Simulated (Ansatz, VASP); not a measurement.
Mg9O8 in VASP and in Ansatz

```
CELL_PARAMETERS angstrom
0.00000 4.17520 4.17520
4.17520 0.00000 4.17520
4.17520 4.17520 0.00000
ATOMIC_POSITIONS crystal
Mg 0.00231 0.00086 0.99603
Mg 0.00229 0.00099 0.50134
Mg 0.07039 0.47646 0.97675
Mg 0.00229 0.49549 0.50132
Mg 0.47849 0.06728 0.97743
Mg 0.49697 0.00088 0.50136
Mg 0.47852 0.47688 0.97741
Mg 0.47833 0.47703 0.56771
Mg 0.62787 0.62391 0.12443
O 0.24037 0.23895 0.28182
O 0.24032 0.23893 0.73942
O 0.24555 0.75134 0.25190
O 0.24033 0.78141 0.73942
O 0.75258 0.24246 0.25271
O 0.78262 0.23900 0.73949
O 0.75256 0.75237 0.25272
O 0.75268 0.75223 0.74294
```

Alike in both runs: functional r2SCAN; k mesh 3 × 3 × 3; occupations gaussian, width 0.05 eV; no spin polarisation.

Ansatz relaxed the structure, and its values are those at the end. VASP's run is a single point on that final structure, the one shown.

```csv
,VASP,Ansatz
version,VASP 6.6.1,Ansatz 0.2.0
potentials or method,"VASP PAW PBE potentials, release 64 (Mg, O), cutoff 520 eV","scalar-relativistic, plane waves, PAW"
valence electrons in the cell,66,138
```

```csv
,VASP,Ansatz,Ansatz less VASP
rms of the force components (eV/Å),0.035,0.018,-0.0172
```

VASP's potentials were made for PBE, not for r2SCAN. VASP's potentials hold 66 valence electrons a cell and Ansatz's 138, so a difference there can come from the potentials and not from the codes.

The k mesh is coarse, so the values compare programs but aren't converged.
